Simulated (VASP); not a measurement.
# Li (R-3m) in VASP: notebook, part 2 of 2

VASP 6.6.1. Earlier steps stand in the parts before.

## 4. Electric field gradients, PBE

INCAR reads:

```
PREC     = Accurate       # precision mode
ENCUT    = 520            # plane-wave cutoff, eV
EDIFF    = 1E-8           # SCF threshold, eV
ISMEAR   = -1             # smearing method
SIGMA    = 0.05           # smearing width, eV
LREAL    = F              # projectors in reciprocal space
LASPH    = T              # aspherical terms in the spheres
NELM     = 100            # most SCF steps
ALGO     = Normal         # electronic algorithm
ISIF     = 2              # what is computed and relaxed
LWAVE    = F              # write WAVECAR
LCHARG   = F              # write CHGCAR
GGA      = PE             # functional
LEFG     = T            
NBANDS   = 12             # bands
```

KPOINTS reads:

```
regular mesh
0
Gamma
  12 12 12
```

POSCAR reads:

```
Li
1.0
    1.5504989657      0.8951809952      7.5883000000
   -1.5504989657      0.8951809952      7.5883000000
    0.0000000000     -1.7903619905      7.5883000000
Li
3
Direct
    0.0000000000      0.0000000000      0.0000000000
    0.2220000000      0.2220000000      0.2220000000
    0.7780000000      0.7780000000      0.7780000000
```

Potentials or basis: VASP PAW PBE potentials, release 64 (Li_sv).

Run with:

```bash
$ cat potpaw_PBE.64/Li_sv/POTCAR > POTCAR
$ mpirun -np 1 vasp_std > vasp.out
```

OUTCAR:

```text
PREC = Accurate
   ENCUT = 520
   EDIFF = 1E-8
   ISMEAR = -1
   LREAL = F
   LASPH = T
   NELM = 100
   ISIF = 2
   GGA = PE

 ion  position               nearest neighbor table
   1  0.000  0.000  0.000-
   2  0.222  0.222  0.222-
   3  0.778  0.778  0.778-

  LATTYP: Found a trigonal (rhomboedric) cell.
 ALAT       =     7.7966462628
 COS(alpha) =     0.9209034946

  Lattice vectors:

 A1 = (   1.5504989657,   0.8951809952,   7.5883000000)
 A2 = (  -1.5504989657,   0.8951809952,   7.5883000000)
 A3 = (   0.0000000000,  -1.7903619905,   7.5883000000)

Analysis of symmetry for initial positions (statically):
=====================================================================
 Subroutine PRICEL returns:
 Original cell was already a primitive cell.

 Routine SETGRP: Setting up the symmetry group for a
 trigonal (rhombohedral) supercell.

 Subroutine GETGRP returns: Found 12 space group operations
 (whereof 12 operations were pure point group operations)
 out of a pool of 12 trial point group operations.

The static configuration has the point symmetry D_3d.

Analysis of symmetry for dynamics (positions and initial velocities):
=====================================================================
 Subroutine PRICEL returns:
 Original cell was already a primitive cell.

 Routine SETGRP: Setting up the symmetry group for a
 trigonal (rhombohedral) supercell.

 Subroutine GETGRP returns: Found 12 space group operations
 (whereof 12 operations were pure point group operations)
 out of a pool of 12 trial point group operations.

The dynamic configuration has the point symmetry D_3d.
[... 502 lines left out ...]
  band No.  band energies     occupation
      1     -46.0633      2.00000
      2     -46.0541      2.00000
      3     -46.0524      2.00000
      4       0.8857      0.00087
      5       1.6570      0.00000
      6       1.9513      0.00000
      7       4.0757      0.00000
      8       4.3111      0.00000
      9       4.9151      0.00000
     10       6.7494      0.00000
     11       7.2815      0.00000
     12       8.9147      0.00000

 [... further k-points ...]
[... 5 lines left out ...]
  --------------------------------------------------------------------------------------
  -------------------------------------------------------------------------------------
  Total       -0.1949174     -0.1949174     -0.3095331      0.0000000      0.0000000      0.0000000
  in kB       -4.9417771     -4.9417771     -7.8476502      0.0000000      0.0000000      0.0000000
  external PRESSURE =      -5.9104015 kB  Pullay stress =       0.0000000 kB

 VOLUME and BASIS-vectors are now :
 -----------------------------------------------------------------------------
  energy-cutoff  :      520.00
  volume of cell :       63.19
      direct lattice vectors                 reciprocal lattice vectors
     1.550498966  0.895180995  7.588300000     0.322476836  0.186182088  0.043927274
    -1.550498966  0.895180995  7.588300000    -0.322476836  0.186182088  0.043927274
     0.000000000 -1.790361990  7.588300000     0.000000000 -0.372364176  0.043927274

 POSITION                                       TOTAL-FORCE (eV/Angst)
 -----------------------------------------------------------------------------------
      0.00000      0.00000      0.00000         0.000000      0.000000     -0.000000
      0.00000     -0.00000      5.05381         0.000000     -0.000000      0.009163
      0.00000     -0.00000     17.71109         0.000000      0.000000     -0.009163
 -----------------------------------------------------------------------------------
    total drift:                               -0.000000     -0.000000      0.000000

  FREE ENERGIE OF THE ION-ELECTRON SYSTEM (eV)
  ---------------------------------------------------
  free  energy   TOTEN  =        -5.7243123060 eV

  energy  without entropy=       -5.7130531510  energy(sigma->0) =       -5.71868273

 Electric field gradients (V/A^2)
---------------------------------------------------------------------
 ion       V_xx      V_yy      V_zz      V_xy      V_xz      V_yz
---------------------------------------------------------------------
   1      -0.035    -0.035     0.070    -0.000    -0.000     0.000
   2      -0.042    -0.042     0.083    -0.000     0.000     0.000
   3      -0.042    -0.042     0.083    -0.000     0.000     0.000
---------------------------------------------------------------------

 Electric field gradients after diagonalization (V/A^2)
 (convention: |V_zz| > |V_xx| > |V_yy|)
----------------------------------------------------------------------
 ion       V_xx      V_yy      V_zz     asymmetry (V_yy - V_xx)/ V_zz
----------------------------------------------------------------------
   1      -0.035    -0.035     0.070       0.000
   2      -0.042    -0.042     0.083       0.000
   3      -0.042    -0.042     0.083       0.000
----------------------------------------------------------------------

           NMR quadrupolar parameters

 Cq : quadrupolar parameter    Cq=e*Q*V_zz/h
 eta: asymmetry parameters     (V_yy - V_xx)/ V_zz
 Q  : nuclear electric quadrupole moment in mb (millibarn)
----------------------------------------------------------------------
 ion       Cq(MHz)       eta       Q (mb)
----------------------------------------------------------------------
   1       0.000       0.000       1.000
   2       0.000       0.000       1.000
   3       0.000       0.000       1.000
----------------------------------------------------------------------
```

OSZICAR:

```text
N       E                     dE             d eps       ncg     rms          rms(c)
DAV:   1     0.260081945790E+02    0.26008E+02   -0.35428E+03  4536   0.650E+02
DAV:   2     0.217598872695E+00   -0.25791E+02   -0.25063E+02  5480   0.150E+02
DAV:   3    -0.563231605106E+01   -0.58499E+01   -0.57966E+01  8744   0.383E+01
DAV:   4    -0.572734927367E+01   -0.95033E-01   -0.94965E-01  6036   0.830E+00
DAV:   5    -0.572961107609E+01   -0.22618E-02   -0.22617E-02  7120   0.980E-01    0.416E-01
DAV:   6    -0.572611517190E+01    0.34959E-02   -0.15250E-03  7988   0.181E-01    0.235E-01
DAV:   7    -0.572432295953E+01    0.17922E-02   -0.15842E-03  8828   0.193E-01    0.386E-02
DAV:   8    -0.572431442746E+01    0.85321E-05   -0.98444E-05  6868   0.770E-02    0.239E-02
DAV:   9    -0.572431285662E+01    0.15708E-05   -0.16399E-05  7312   0.203E-02    0.147E-03
DAV:  10    -0.572431248575E+01    0.37087E-06   -0.10423E-07  6196   0.237E-03    0.375E-04
DAV:  11    -0.572431224113E+01    0.24462E-06   -0.17299E-08  5844   0.109E-03    0.169E-04
DAV:  12    -0.572431228116E+01   -0.40027E-07   -0.16770E-09  4212   0.407E-04    0.427E-05
DAV:  13    -0.572431230605E+01   -0.24899E-07   -0.39064E-10  3876   0.230E-04    0.727E-06
DAV:  14    -0.572431230599E+01    0.61732E-10   -0.76565E-11  3652   0.978E-05
   1 F= -.57243123E+01 E0= -.57186827E+01  d E =-.112592E-01
```

stdout:

```text
POSCAR found type information on POSCAR Li
 POSCAR found :  1 types and       3 ions
 scaLAPACK will be used
 LDA part: xc-table for (Slater+PW92), standard interpolation
 POSCAR, INCAR and KPOINTS ok, starting setup
 FFT: planning ... GRIDC
 FFT: planning ... GRID_SOFT
 FFT: planning ... GRID
 WAVECAR not read
 entering main loop
ion   1

ion   2

ion   3
```

Run time: 12 min. Hardware: 1 thread of AMD EPYC 7R13 (Zen 3), shared host; peak memory 0.47 GiB.

What came out:

- Free energy: -5.7243 eV
- Largest force: 0.009 eV/Å

Forces in eV/Å, atoms in the order of the input:
```
Li   0.000  0.000  0.000
Li   0.000  0.000  0.009
Li   0.000  0.000 -0.009
```

Caveat: the cutoff is under 1.25 times the usual one of these potentials, so pressure, stress and relaxed cells hold a basis-set (Pulay) error; without QUAD_EFG the Cq values of the log hold for a quadrupole moment of 1 mb, not for the nuclei.

## 5. Electric field gradients, PBE (volume scaled by 1.04)

INCAR reads:

```
ALGO     = Normal         # electronic algorithm
EDIFF    = 1E-8           # SCF threshold, eV
ENCUT    = 520            # plane-wave cutoff, eV
GGA      = PE             # functional
ISIF     = 2              # what is computed and relaxed
ISMEAR   = -1             # smearing method
LASPH    = T              # aspherical terms in the spheres
LCHARG   = F              # write CHGCAR
LEFG     = T            
LREAL    = F              # projectors in reciprocal space
LWAVE    = F              # write WAVECAR
NBANDS   = 12             # bands
NELM     = 100            # most SCF steps
PREC     = Accurate       # precision mode
SIGMA    = 0.05           # smearing width, eV
```

KPOINTS reads:

```
k-points
0
Gamma
  12 12 12
```

POSCAR reads:

```
Li
1.0
    1.5709026077      0.9069610434      7.6881575040
   -1.5709026077      0.9069610434      7.6881575040
    0.0000000000     -1.8139220869      7.6881575040
Li
3
Direct
    0.0000000000      0.0000000000      0.0000000000
    0.2220000000      0.2220000000      0.2220000000
    0.7780000000      0.7780000000      0.7780000000
```

Potentials or basis: VASP PAW PBE potentials, release 64 (Li_sv).

Run with:

```bash
$ cat potpaw_PBE.64/Li_sv/POTCAR > POTCAR
$ mpirun -np 1 vasp_std > vasp.out
```

OUTCAR:

```text
EDIFF = 1E-8
   ENCUT = 520
   GGA = PE
   ISIF = 2
   ISMEAR = -1
   LASPH = T
   LREAL = F
   NELM = 100
   PREC = Accurate

 ion  position               nearest neighbor table
   1  0.000  0.000  0.000-
   2  0.222  0.222  0.222-
   3  0.778  0.778  0.778-

  LATTYP: Found a trigonal (rhomboedric) cell.
 ALAT       =     7.8992454794
 COS(alpha) =     0.9209034946

  Lattice vectors:

[... 576 lines left out ...]
  ---------------------------------------------------
  free  energy   TOTEN  =        -5.7129923419 eV

  energy  without entropy=       -5.7015215174  energy(sigma->0) =       -5.70725693

 Electric field gradients (V/A^2)
---------------------------------------------------------------------
 ion       V_xx      V_yy      V_zz      V_xy      V_xz      V_yz
---------------------------------------------------------------------
   1      -0.034    -0.034     0.068    -0.000    -0.000     0.000
   2      -0.039    -0.039     0.077     0.000    -0.000     0.000
   3      -0.039    -0.039     0.077     0.000     0.000     0.000
---------------------------------------------------------------------

 Electric field gradients after diagonalization (V/A^2)
 (convention: |V_zz| > |V_xx| > |V_yy|)
----------------------------------------------------------------------
 ion       V_xx      V_yy      V_zz     asymmetry (V_yy - V_xx)/ V_zz
----------------------------------------------------------------------
   1      -0.034    -0.034     0.068       0.000
   2      -0.039    -0.039     0.077       0.000
   3      -0.039    -0.039     0.077       0.000
----------------------------------------------------------------------

           NMR quadrupolar parameters

 Cq : quadrupolar parameter    Cq=e*Q*V_zz/h
 eta: asymmetry parameters     (V_yy - V_xx)/ V_zz
 Q  : nuclear electric quadrupole moment in mb (millibarn)
----------------------------------------------------------------------
 ion       Cq(MHz)       eta       Q (mb)
----------------------------------------------------------------------
   1       0.000       0.000       1.000
   2       0.000       0.000       1.000
   3       0.000       0.000       1.000
----------------------------------------------------------------------
```

OSZICAR:

```text
N       E                     dE             d eps       ncg     rms          rms(c)
DAV:   1     0.258884808245E+02    0.25888E+02   -0.35270E+03  4536   0.654E+02
DAV:   2     0.298219646064E+00   -0.25590E+02   -0.24890E+02  5384   0.150E+02
DAV:   3    -0.561337108044E+01   -0.59116E+01   -0.58658E+01  8608   0.380E+01
DAV:   4    -0.571618798980E+01   -0.10282E+00   -0.10275E+00  6084   0.839E+00
DAV:   5    -0.571841908866E+01   -0.22311E-02   -0.22310E-02  7116   0.103E+00    0.458E-01
DAV:   6    -0.571485978755E+01    0.35593E-02   -0.14416E-03  8068   0.184E-01    0.259E-01
DAV:   7    -0.571300041334E+01    0.18594E-02   -0.15348E-03  8888   0.197E-01    0.354E-02
DAV:   8    -0.571299437309E+01    0.60402E-05   -0.12317E-04  6456   0.894E-02    0.223E-02
DAV:   9    -0.571299293034E+01    0.14428E-05   -0.19940E-05  7360   0.225E-02    0.155E-03
DAV:  10    -0.571299253976E+01    0.39058E-06   -0.94999E-08  6228   0.226E-03    0.393E-04
DAV:  11    -0.571299229165E+01    0.24811E-06   -0.16392E-08  5972   0.108E-03    0.133E-04
DAV:  12    -0.571299232357E+01   -0.31926E-07   -0.21514E-09  4288   0.439E-04    0.369E-05
DAV:  13    -0.571299234106E+01   -0.17492E-07   -0.51138E-10  3928   0.247E-04    0.522E-06
DAV:  14    -0.571299234189E+01   -0.82559E-09   -0.11766E-10  3700   0.115E-04
   1 F= -.57129923E+01 E0= -.57072569E+01  d E =-.114708E-01
```

Wall time 13 min (1 thread of AMD EPYC 7R43 (Zen 3), shared host); peak memory 0.46 GiB.

Results:

```yaml
Free_energy: -5.7130 eV
Largest_force: 0.008 eV/Å
```

Forces in eV/Å, atoms in the order of the input:
```
Li   0.000  0.000  0.000
Li   0.000  0.000  0.008
Li   0.000  0.000 -0.008
```

Levels at points of the mesh, in eV from the Fermi level:
```tsv
k point	band 2	band 3	band 4	band 5	band 6	band 7	band 8	band 9
(0.00, 0.00, 0.00)	-46.63	-46.63	-3.44	-1.53	-1.53	5.38	5.41	12.14
(0.50, 0.00, 0.00)	-46.63	-46.62	-0.02	0.79	1.03	3.51	3.65	4.26
(0.50, 0.50, 0.00)	-46.63	-46.62	0.26	0.35	1.11	3.01	4.21	5.27
(0.50, 0.50, 0.50)	-46.64	-46.63	-2.96	-2.95	0.04	2.71	9.98	10.03
```

Caveat: the cutoff is under 1.25 times the usual one of these potentials, so pressure, stress and relaxed cells hold a basis-set (Pulay) error; without QUAD_EFG the Cq values of the log hold for a quadrupole moment of 1 mb, not for the nuclei.

## 6. Overview

```csv
task,cell,k mesh for the DOS,occupations for the DOS,gap on the mesh (eV),largest force (eV/Å)
density of states,"a = 7.797 Å, angles 22.9°, 3 atoms",18 × 18 × 18,tetrahedron,-,-
electric field gradients,"a = 7.797 Å, angles 22.9°, 3 atoms",-,-,none,0.01
electric field gradients,"a = 7.899 Å, angles 22.9°, 3 atoms",-,-,none,0.01
```

Alike in all rows: level PBE; potentials or basis VASP PAW PBE potentials, release 64 (Li_sv); no spin polarisation; k mesh 12 × 12 × 12; cutoff (eV) 520; smearing fermi-dirac 0.05 eV.

Caveats: the cutoff is under 1.25 times the usual one of these potentials, so pressure, stress and relaxed cells hold a basis-set (Pulay) error.

Absolute energies hang on the potentials; compare differences alone.
